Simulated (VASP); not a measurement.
# HfN (P6_3/mmc) in VASP: further runs

Runs on HfN. Level: PBE. Tasks: single point.

Everything below comes from runs of VASP 6.6.1. Logs are shortened: lines on timing, memory, paths and dates and some standing lists are left out, and cuts for length are marked.

## (1) The cell of the first run

The structure is hexagonal, space group P6_3/mmc (No. 194). Conventional cell: a = 3.222 Å, b = 3.222 Å, c = 5.407 Å, α = 90.00°, β = 90.00°, γ = 120.00°. Hf (site symmetry -6m2) has 6 N at 2.30 Å within 3.0 Å. N (site symmetry -3m) has 6 Hf at 2.30 Å and 2 N at 2.70 Å within 3.0 Å.

## (2) Single point, PBE (biaxial strain in the a-b plane: +2.0 %, then relaxed in part)

The input, INCAR:

```
SYSTEM = HfN
  PREC = Accurate
  ENCUT = 520
  EDIFF = 1E-6
  ISMEAR = 0
  SIGMA = 0.1
  LREAL = .False.
  LASPH = .True.
  NELM = 60
  ALGO = Normal
  ISIF = 2
  LWAVE = .False.
  LCHARG = .True.
  GGA = PE
  LELF = .True.
  LVHAR = .True.
  NBANDS = 23
```

The input, KPOINTS:

```
Automatic mesh
0
Gamma
  18 18 10
  0 0 0
```

The input, POSCAR:

```
HfN
1.0
    3.2224243325      0.0000000000      0.0000000000
   -1.6112121663      2.7907013337      0.0000000000
    0.0000000000      0.0000000000      5.4070809542
Hf N
2 2
Direct
    0.6666666667      0.3333333333      0.7500000000
    0.3333333333      0.6666666667      0.2500000000
    0.0000000000      0.0000000000      0.0000000000
    0.0000000000      0.0000000000      0.5000000000
```

Potentials or basis: VASP PAW PBE potentials, release 64 (Hf_pv, N).

Run with:

```sh
> cat potpaw_PBE.64/Hf_pv/POTCAR potpaw_PBE.64/N/POTCAR > POTCAR
> mpirun -np 1 vasp_std > vasp.out
```

OUTCAR:

```text
SYSTEM = HfN
   PREC = Accurate
   ENCUT = 520
   EDIFF = 1E-6
   ISMEAR = 0
   LREAL = .False.
   LASPH = .True.
   NELM = 60
   ISIF = 2
   GGA = PE

 ion  position               nearest neighbor table
   1  0.667  0.333  0.750-   3 2.30   4 2.30   3 2.30   4 2.30   3 2.30   4 2.30   2 3.28   2 3.28
                             2 3.28   2 3.28   2 3.28   2 3.28
   2  0.333  0.667  0.250-   3 2.30   4 2.30   3 2.30   4 2.30   3 2.30   4 2.30   1 3.28   1 3.28
                             1 3.28   1 3.28   1 3.28   1 3.28
   3  0.000  0.000  0.000-   1 2.30   2 2.30   1 2.30   2 2.30   1 2.30   2 2.30
   4  0.000  0.000  0.500-   1 2.30   2 2.30   1 2.30   2 2.30   1 2.30   2 2.30

  LATTYP: Found a hexagonal cell.
 ALAT       =     3.2224243325
 C/A-ratio  =     1.6779543587

  Lattice vectors:

 A1 = (   3.2224243325,   0.0000000000,   0.0000000000)
 A2 = (  -1.6112121663,   2.7907013337,   0.0000000000)
 A3 = (   0.0000000000,   0.0000000000,   5.4070809542)

Analysis of symmetry for initial positions (statically):
=====================================================================
 Subroutine PRICEL returns:
 Original cell was already a primitive cell.

 Routine SETGRP: Setting up the symmetry group for a
 hexagonal supercell.

 Subroutine GETGRP returns: Found 24 space group operations
 (whereof 12 operations were pure point group operations)
 out of a pool of 24 trial point group operations.

The static configuration has the point symmetry D_3d.
 The point group associated with its full space group is D_6h.

Analysis of symmetry for dynamics (positions and initial velocities):
=====================================================================
 Subroutine PRICEL returns:
 Original cell was already a primitive cell.

 Routine SETGRP: Setting up the symmetry group for a
 hexagonal supercell.

 Subroutine GETGRP returns: Found 24 space group operations
 (whereof 12 operations were pure point group operations)
 out of a pool of 24 trial point group operations.

The dynamic configuration has the point symmetry D_3d.
 The point group associated with its full space group is D_6h.

 Subroutine INISYM returns: Found 24 space group operations
 (whereof 12 operations are pure point group operations),
 and found     1 'primitive' translations

----------------------------------------------------------------------------------------

                                     Primitive cell

  volume of cell :      48.6249

  direct lattice vectors                    reciprocal lattice vectors
     3.222424333  0.000000000  0.000000000     0.310325363  0.179166432  0.000000000
    -1.611212166  2.790701334  0.000000000     0.000000000  0.358332863  0.000000000
     0.000000000  0.000000000  5.407080954     0.000000000  0.000000000  0.184942672

  length of vectors
     3.222424333  3.222424333  5.407080954     0.358332863  0.358332863  0.184942672

  position of ions in fractional coordinates (direct lattice)
     0.666666667  0.333333333  0.750000000
     0.333333333  0.666666667  0.250000000
     0.000000000  0.000000000  0.000000000
     0.000000000  0.000000000  0.500000000

  ion indices of the primitive-cell ions
   primitive index   ion index
                 1           1
                 2           2
                 3           3
                 4           4

----------------------------------------------------------------------------------------

 KPOINTS: Automatic mesh

Automatic generation of k-mesh.
 Grid dimensions read from file:
 generate k-points for:   18   18   10

 Generating k-lattice:

  Cartesian coordinates                     Fractional coordinates (reciprocal lattice)
     0.017240298  0.009953691  0.000000000     0.055555556 -0.000000000  0.000000000
     0.000000000  0.019907381  0.000000000     0.000000000  0.055555556  0.000000000
     0.000000000  0.000000000  0.018494267     0.000000000  0.000000000  0.100000000

  Length of vectors
     0.019907381  0.019907381  0.018494267

  Shift w.r.t. Gamma in fractional coordinates (k-lattice)
     0.000000000  0.000000000  0.000000000

 Subroutine IBZKPT returns following result:
 ===========================================

 Found    222 irreducible k-points:

 Following reciprocal coordinates:
            Coordinates               Weight
  0.000000  0.000000  0.000000      1.000000
  0.055556  0.000000  0.000000      6.000000
  0.111111  0.000000  0.000000      6.000000
  0.166667 -0.000000  0.000000      6.000000
  0.222222 -0.000000  0.000000      6.000000
  0.277778 -0.000000  0.000000      6.000000
[... 16 lines left out ...]
  0.333333  0.111111  0.000000     12.000000
  0.388889  0.111111  0.000000     12.000000
 [... further k-points ...]
   k-points           NKPTS =    222   k-points in BZ     NKDIM =    222   number of bands    NBANDS=     23
   number of dos      NEDOS =    301   number of ions     NIONS =      4
   total plane-waves  NPLWV =  23040
   dimension x,y,z NGX =    24 NGY =   24 NGZ =   40
   dimension x,y,z NGXF=    48 NGYF=   48 NGZF=   80
   ions per type =               2   2
   NGX,Y,Z   is equivalent  to a cutoff of  12.38, 12.38, 12.30 a.u.
   NGXF,Y,Z  is equivalent  to a cutoff of  24.76, 24.76, 24.60 a.u.
 SYSTEM =  HfN
   PREC   = accura    normal or accurate (medium, high low for compatibility)
   ISTART =      0    job   : 0-new  1-cont  2-samecut
   ICHARG =      2    charge: 1-file 2-atom 10-const
   ISPIN  =      1    spin polarized calculation?
   LNONCOLLINEAR =      F non collinear calculations
   LSORBIT =      F    spin-orbit coupling
   LASPH  =      T    aspherical Exc in radial PAW
   ENCUT  =  520.0 eV  38.22 Ry    6.18 a.u.   5.99  5.99 10.05*2*pi/ulx,y,z
   NELM   =     60;   NELMIN=  2; NELMDL= -5     # of ELM steps
   EDIFF  = 0.1E-05   stopping-criterion for ELM
   LREAL  =      F    real-space projection
   EDIFFG = 0.1E-04   stopping-criterion for IOM
   NSW    =      0    number of steps for IOM
   IBRION =     -1    ionic relax: 0-MD 1-quasi-New 2-CG
   NFREE  =      0    steps in history (QN), initial steepest desc. (CG)
   ISIF   =      2    stress and relaxation
   ISYM   =      2    0-nonsym 1-usesym 2-fastsym
   POTIM  = 0.5000    time-step for ionic-motion
   TEBEG  =    0.0;   TEEND  =   0.0 temperature during run
   PSTRESS=    0.0 pullay stress
   NELECT =      30.0000    total number of electrons
   NUPDOWN=      -1.0000    fix difference up-down
   EMIN   =  10.00;   EMAX   =-10.00  energy-range for DOS
   EFERMI =   0.00;   METHOD = LEGACY
   ISMEAR =     0;   SIGMA  =   0.10  broadening in eV -4-tet -1-fermi 0-gaus
   EFERMI_NEDOS =   21; number of points for ismear=-14 and -15
   IALGO  =     38    algorithm
   IMIX   =      4    mixing-type and parameters
     AMIX     =   0.40;   BMIX     =  1.00
     AMIX_MAG =   1.60;   BMIX_MAG =  1.00
  volume/ion in A,a.u.               =      12.16        82.03
  Fermi-wavevector in a.u.,A,eV,Ry     =   1.393677  2.633668 26.427096  1.942337
  Thomas-Fermi vector in A             =   2.517300
   LORBIT       =      0    0 simple, 1 ext, 2 COOP (PROOUT), +10 PAW based schemes
   GGA     = PE    functional components
   LHFCALC =     F    Hartree Fock is set to
   AEXX    =    0.0000 exact exchange contribution
   IVDW    =     0    specifies the selected vdW correction
   LEPSILON=     F    determine dielectric tensor
   LRPA    =     F    only Hartree local field effects (RPA)
 non-spin polarized calculation
 Gauss-broadening in eV      SIGMA  =   0.10
  energy-cutoff  :      520.00
  volume of cell :       48.62
 maximum number of plane-waves:      1332
 NGX is ok and might be reduce to    24
   NGX = 11   NGY = 11   NGZ = 21

 number of electron      30.0000009 magnetization

 Free energy of the ion-electron system (eV)
  ---------------------------------------------------
  ext. energy  EPLUGINS =         0.00000000
  ---------------------------------------------------
  free energy    TOTEN  =       -43.31668085 eV

  energy without entropy =      -43.31283469  energy(sigma->0) =      -43.31475777

 E-fermi :   7.5073     XC(G=0): -12.4639

 val. band max:        7.5035672635   @ k =   0.3333   0.2778   0.4000
 cond. band min:       7.5086936073   @ k =   0.2222  -0.0000   0.5000
 fundamental gap:      0.0051263439
 Fermi energy:         7.5072965057

 k-point     1 :       0.0000    0.0000    0.0000
  band No.  band energies     occupation
      1     -24.3286      2.00000
      2     -23.5911      2.00000
      3     -23.5295      2.00000
      4     -23.5295      2.00000
      5     -23.4673      2.00000
      6     -23.4673      2.00000
[... 15 lines left out ...]
     22      12.9353      0.00000
     23      12.9353      0.00000

 k-point     2 :       0.0556    0.0000    0.0000
  band No.  band energies     occupation
      1     -24.3197      2.00000
      2     -23.5926      2.00000
      3     -23.5494      2.00000
      4     -23.5363      2.00000
      5     -23.4871      2.00000
      6     -23.4689      2.00000
[... 15 lines left out ...]
     22      12.8182      0.00000
     23      12.9171      0.00000

 k-point     3 :       0.1111    0.0000    0.0000
  band No.  band energies     occupation
      1     -24.2936      2.00000
      2     -23.6075      2.00000
      3     -23.5972      2.00000
      4     -23.5548      2.00000
      5     -23.5423      2.00000
      6     -23.4744      2.00000
[... 15 lines left out ...]
     22      12.5072      0.00000
     23      12.8709      0.00000
[... 495 lines left out ...]
 k-point    23 :       0.3333    0.1111    0.0000
  band No.  band energies     occupation
      1     -24.1115      2.00000
      2     -23.9943      2.00000
      3     -23.9633      2.00000
      4     -23.7258      2.00000
      5     -23.6942      2.00000
      6     -23.5886      2.00000
[... 15 lines left out ...]
     22      13.2169      0.00000
     23      13.7664      0.00000

 k-point    24 :       0.3889    0.1111    0.0000
  band No.  band energies     occupation
      1     -24.1628      2.00000
      2     -23.9971      2.00000
      3     -23.9464      2.00000
      4     -23.7481      2.00000
      5     -23.7211      2.00000
      6     -23.5993      2.00000
[... 15 lines left out ...]
     22      13.2177      0.00000
     23      14.1437      0.00000

 [... further k-points ...]

------------------------ aborting loop because EDIFF is reached ----------------------------------------

  FORCE on cell =-STRESS in cart. coord.  units (eV):
  Direction    XX          YY          ZZ          XY          YZ          ZX
  --------------------------------------------------------------------------------------
  -------------------------------------------------------------------------------------
  Total       -4.1223479     -4.1223479     -0.6016506      0.0000000      0.0000000      0.0000000
  in kB     -135.8301753   -135.8301753    -19.8242147      0.0000000      0.0000000      0.0000000
  external PRESSURE =     -97.1615217 kB  Pullay stress =       0.0000000 kB

 VOLUME and BASIS-vectors are now :
 -----------------------------------------------------------------------------
  energy-cutoff  :      520.00
  volume of cell :       48.62
      direct lattice vectors                 reciprocal lattice vectors
     3.222424333  0.000000000  0.000000000     0.310325363  0.179166432  0.000000000
    -1.611212166  2.790701334  0.000000000     0.000000000  0.358332863  0.000000000
     0.000000000  0.000000000  5.407080954     0.000000000  0.000000000  0.184942672

 POSITION                                       TOTAL-FORCE (eV/Angst)
 -----------------------------------------------------------------------------------
      1.61121      0.93023      4.05531         0.000000     -0.000000      0.000000
     -0.00000      1.86047      1.35177        -0.000000      0.000000      0.000000
      0.00000      0.00000      0.00000         0.000000      0.000000      0.000000
      0.00000      0.00000      2.70354         0.000000      0.000000      0.000000
 -----------------------------------------------------------------------------------
    total drift:                                0.000000     -0.000000      0.000000

  FREE ENERGIE OF THE ION-ELECTRON SYSTEM (eV)
  ---------------------------------------------------
  free  energy   TOTEN  =       -43.3166808503 eV

  energy  without entropy=      -43.3128346947  energy(sigma->0) =      -43.31475777
```

It took 2.3 min on 1 thread of Intel Xeon Platinum 8488C (Sapphire Rapids), shared host; peak memory 0.32 GiB.

Results:

| Property | Result |
| --- | --- |
| Free energy | -43.3167 eV |
| Pressure | -9.7 GPa |
| Band gap on the k mesh | zero (bands 15 and 16 overlap by 2.24 eV) |

Levels at points of the mesh, in eV from the Fermi level:
| k point | band 12 | band 13 | band 14 | band 15 | band 16 | band 17 | band 18 | band 19 |
| --- | --- | --- | --- | --- | --- | --- | --- | --- |
| (0.00, 0.00, 0.00) | -3.58 | -3.58 | -1.52 | -0.30 | 0.54 | 0.68 | 0.68 | 1.52 |
| (0.50, 0.00, 0.00) | -5.35 | -3.36 | -2.71 | -2.17 | 2.44 | 2.48 | 3.85 | 4.44 |
| (0.00, 0.00, 0.50) | -4.38 | -4.38 | -4.38 | 1.79 | 1.79 | 2.54 | 2.54 | 2.82 |
| (0.50, 0.00, 0.50) | -5.14 | -4.43 | -4.43 | -0.32 | -0.32 | 4.18 | 4.18 | 4.26 |

Caveat: the cell differs from its parent crystal (biaxial strain in the a-b plane: +2.0 %, then relaxed in part); the cell stands under tension; spin-orbit coupling is left out, which moves the levels of the heavy elements.

## (3) Single point, PBE (biaxial strain in the a-b plane: +4.0 %)

The input, INCAR:

```
PREC = Accurate
ENCUT = 520
EDIFF = 1E-6
ISMEAR = 0
SIGMA = 0.1
LREAL = False
LASPH = True
NELM = 60
ALGO = Normal
ISIF = 2
LWAVE = False
LCHARG = False
GGA = PE
NBANDS = 23
```

The input, KPOINTS:

```
regular mesh
0
Gamma
  18 18 10
```

The input, POSCAR:

```
HfN
1.0
    3.2856091233      0.0000000000      0.0000000000
   -1.6428045617      2.8454209677      0.0000000000
    0.0000000000      0.0000000000      5.3205109631
Hf N
2 2
Direct
    0.6666666667      0.3333333333      0.7500000000
    0.3333333333      0.6666666667      0.2500000000
    0.0000000000      0.0000000000      0.0000000000
    0.0000000000      0.0000000000      0.5000000000
```

Potentials or basis: VASP PAW PBE potentials, release 64 (Hf_pv, N).

Run with:

```sh
> cat potpaw_PBE.64/Hf_pv/POTCAR potpaw_PBE.64/N/POTCAR > POTCAR
> mpirun -np 1 vasp_std > vasp.out
```

It took 2.2 min on 1 thread of Intel Xeon Platinum 8488C (Sapphire Rapids), shared host; peak memory 0.32 GiB.

It converged, with:

* Free energy: -43.0955 eV
* Pressure: -14.3 GPa
* Band gap on the k mesh: zero (bands 15 and 16 overlap by 2.15 eV)

Stress tensor (GPa, compression positive):
```
-23.01   0.00   0.00
  0.00 -23.01   0.00
  0.00   0.00   3.09
```

Levels at points of the mesh, in eV from the Fermi level:
| k point | band 11 | band 12 | band 13 | band 14 | band 15 | band 16 | band 17 | band 18 | band 19 | band 20 |
| --- | --- | --- | --- | --- | --- | --- | --- | --- | --- | --- |
| (0.00, 0.00, 0.00) | -4.82 | -3.60 | -3.60 | -1.19 | -0.28 | 0.59 | 0.67 | 0.67 | 1.24 | 1.24 |
| (0.50, 0.00, 0.00) | -5.36 | -5.33 | -3.46 | -2.69 | -1.82 | 2.35 | 2.53 | 3.54 | 4.46 | 4.85 |
| (0.00, 0.00, 0.50) | -4.46 | -4.46 | -4.46 | -4.46 | 1.72 | 1.72 | 2.41 | 2.41 | 2.88 | 2.88 |
| (0.50, 0.00, 0.50) | -4.88 | -4.88 | -4.45 | -4.45 | -0.32 | -0.32 | 3.83 | 3.83 | 3.90 | 3.90 |

Caveat: the cell differs from its parent crystal (biaxial strain in the a-b plane: +4.0 %); the cell stands under tension; spin-orbit coupling is left out, which moves the levels of the heavy elements.

(Part 1 of 4 ends here.)
